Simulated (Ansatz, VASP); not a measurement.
Mo: VASP beside Ansatz

INCAR

```
ALGO = Fast
EDIFF = 1E-6
ENCUT = 520
GGA = PS
GGA_COMPAT = False
ISIF = 2
ISMEAR = -1
LASPH = True
LCHARG = False
LMAXMIX = 4
LORBIT = 11
LORBMOM = True
LREAL = False
LSORBIT = True
LWAVE = False
MAGMOM = 0 0 0
NBANDS = 25
NELM = 150
PREC = Accurate
SIGMA = 0.05
```

The input KPOINTS:

```
k-points
0
Gamma
  12 12 12
```

Contents of POSCAR:

```
Mo
1.0
   -1.5624035240      1.5624035240      1.5624035240
    1.5624035240     -1.5624035240      1.5624035240
    1.5624035240      1.5624035240     -1.5624035240
Mo
1
Direct
    0.0000000000      0.0000000000      0.0000000000
```

Contents of input.yaml:

```yaml
crystal:
  lattice:
    - [-1.562403524, 1.562403524, 1.562403524]
    - [1.562403524, -1.562403524, 1.562403524]
    - [1.562403524, 1.562403524, -1.562403524]
  atoms:
    - { symbol: Mo, position: [0.0, 0.0, 0.0] }
hamiltonian:
  xc: pbesol
  pseudopotentials: { kind: paw_fr }
magnetization:
  noncollinear: true
  spin_orbit: true
kpoints:
  mp_grid: { grid: [12, 12, 12] }
scf:
  occupations: { method: fermi_dirac, width: 0.05 }
output:
  forces: true
  stress: true
  eigenvalues: true
```

Alike in both runs: task single point; functional PBEsol; k mesh 12 × 12 × 12; occupations fermi-dirac, width 0.05 eV; non-collinear spin, spin-orbit coupling.

|  | VASP | Ansatz |
| --- | --- | --- |
| version | VASP 6.6.1 | Ansatz 0.2.0 |
| potentials or method | VASP PAW PBE potentials, release 64 (Mo_sv) | Ansatz PAW |
| plane-wave cutoff (eV) | 520 | 420 |
| valence electrons in the cell | 14 | 14 |

VASP gave:

| Quantity | Value |
| --- | --- |
| pressure (GPa) | 1.8 |
| net moment per atom (μB) | 0.00 |

Problem. Which values does Ansatz return?

Solution. Pressure (GPa): 1.3; net moment per atom (μB): 0.00.

VASP's potentials were made for PBE, not for PBEsol.
